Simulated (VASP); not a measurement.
The system is SrTiO3.

```
CELL_PARAMETERS angstrom
4.33635 0.00000 0.00000
0.00000 4.33635 0.00000
0.00000 0.00000 4.33635
ATOMIC_POSITIONS crystal
Sr 0.00000 0.00000 0.00000
Ti 0.50000 0.50000 0.50000
O 0.50000 0.50000 0.00000
O 0.50000 0.00000 0.50000
O 0.00000 0.50000 0.50000
```

- Program: VASP 6.6.1
- Task: relaxation of cell and atoms
- Functional: PBE
- Potentials or basis: VASP PAW PBE potentials, release 64 (Sr_sv, Ti_sv, O)
- Cutoff: 600 eV
- k mesh: 6 × 6 × 6
- Occupations: fermi-dirac, width 0.02 eV
- Spin: no spin polarisation

At the start: pressure -25.9 GPa; volume 16.31 Å³/atom.

Q: How do energy, volume and symmetry change on relaxing?

A: Over 6 steps the energy falls by 428.3 meV/atom and the volume is 12.23 Å³/atom (-25.0 %); space group Pm-3m (No. 221, to 0.05 Å).

The path:
| step | energy change (eV) | largest force (eV/Å) | pressure (GPa) | volume (Å³) |
| --- | --- | --- | --- | --- |
| 1 | 0.0000 | 0.0000 | -25.85 | 81.54 |
| 2 | -1.6284 | 0.0000 | 26.54 | 54.26 |
| 3 | -2.1415 | 0.0000 | -0.37 | 61.29 |
| 4 | -2.1411 | 0.0000 | 0.66 | 60.92 |
| 5 | -2.1413 | 0.0000 | -0.51 | 61.34 |
| 6 | -2.1416 | 0.0000 | 0.00 | 61.16 |

Final structure:
```yaml
crystal:
  lattice:
    - [3.93986, 0.00000, 0.00000]
    - [0.00000, 3.93986, 0.00000]
    - [0.00000, 0.00000, 3.93986]
  atoms:
    - { symbol: Sr, position: [0.00000, 0.00000, 0.00000] }
    - { symbol: Ti, position: [0.50000, 0.50000, 0.50000] }
    - { symbol: O, position: [0.50000, 0.50000, 0.00000] }
    - { symbol: O, position: [0.50000, 0.00000, 0.50000] }
    - { symbol: O, position: [0.00000, 0.50000, 0.50000] }
```

Caveat: the volume moved by over 15 % at a fixed basis, so the end points are rough.
